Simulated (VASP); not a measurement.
Set up this calculation in VASP 6.6.1, as the native input.

| Item | Value |
| --- | --- |
| Task | single point |
| Functional | r2SCAN |
| Potentials or basis | VASP PAW PBE potentials, release 64 (Ba_sv, S) |
| Cutoff | 520 eV |
| k mesh | 6 × 6 × 4 |
| Occupations | gaussian, width 0.01 eV |
| Spin | no spin polarisation |
| Dipole correction | no |
| Further INCAR settings | ALGO = Normal; EDIFF = 1e-07; NBANDS = 24 |

The system is BaS.

```
Ba S
1.0
     5.38186    0.00000    0.00000
    -2.69093    4.66082    0.00000
     0.00000    0.00000    6.38332
Ba S
2 2
Direct
  0.33333 0.66667 0.93750
  0.66667 0.33333 0.43750
  0.33333 0.66667 0.43750
  0.66667 0.33333 0.93750
```

These files were run (other wordings do the same):

POSCAR

```
BaS
1.0
    5.3818557578      0.0000000000      0.0000000000
   -2.6909278789      4.6608238058      0.0000000000
    0.0000000000      0.0000000000      6.3833224162
Ba S
2 2
Direct
    0.3333333333      0.6666666667     -0.0625000000
    0.6666666667      0.3333333333      0.4375000000
    0.3333333333      0.6666666667      0.4375000000
    0.6666666667      0.3333333333      0.9375000000
```

INCAR.step1

```
SYSTEM = BaS
PREC = Accurate ; ENCUT = 520
ISMEAR = 0 ; SIGMA = 0.01
LREAL = .False. ; LASPH = .True.
NELM = 80 ; NBANDS = 24
GGA = PE ; ALGO = Normal
EDIFF = 1E-4 ; LWAVE = .True.
LCHARG = .False.
```

INCAR.step2

```
SYSTEM = BaS
PREC = Accurate ; ENCUT = 520
EDIFF = 1E-7 ; ISMEAR = 0
SIGMA = 0.01 ; LREAL = .False.
LASPH = .True. ; NELM = 80
ALGO = Normal ; ISIF = 2
LWAVE = .False. ; LCHARG = .True.
METAGGA = R2SCAN ; LMIXTAU = .True.
LELF = .True. ; LVHAR = .True.
NBANDS = 24 ; ISTART = 1
```

KPOINTS

```
regular mesh
0
Gamma
  6 6 4
  0 0 0
```

Potentials or basis: VASP PAW PBE potentials, release 64 (Ba_sv, S).

Run with:

```bash
$ cat potpaw_PBE.64/Ba_sv/POTCAR potpaw_PBE.64/S/POTCAR > POTCAR
$ cp INCAR.step1 INCAR
$ mpirun -np 1 vasp_std > vasp.out
$ cp INCAR.step2 INCAR
$ mpirun -np 1 vasp_std > vasp.out
```

Results of the run:

```json
{
  "Pressure": "0.4 GPa",
  "Band gap on the k mesh": "2.82 eV (least direct gap 2.97 eV)"
}
```

Caveat: the structure was generated, so it needn't be the stable form of BaS; the PAW data sets were made with another functional, which shifts forces and pressure a little; spin-orbit coupling is left out, which moves the levels of the heavy elements.

Run time: 7.5 min on 1 thread of Oxide Virtual Turin-like Processor (shared host), peak memory 0.29 GiB.
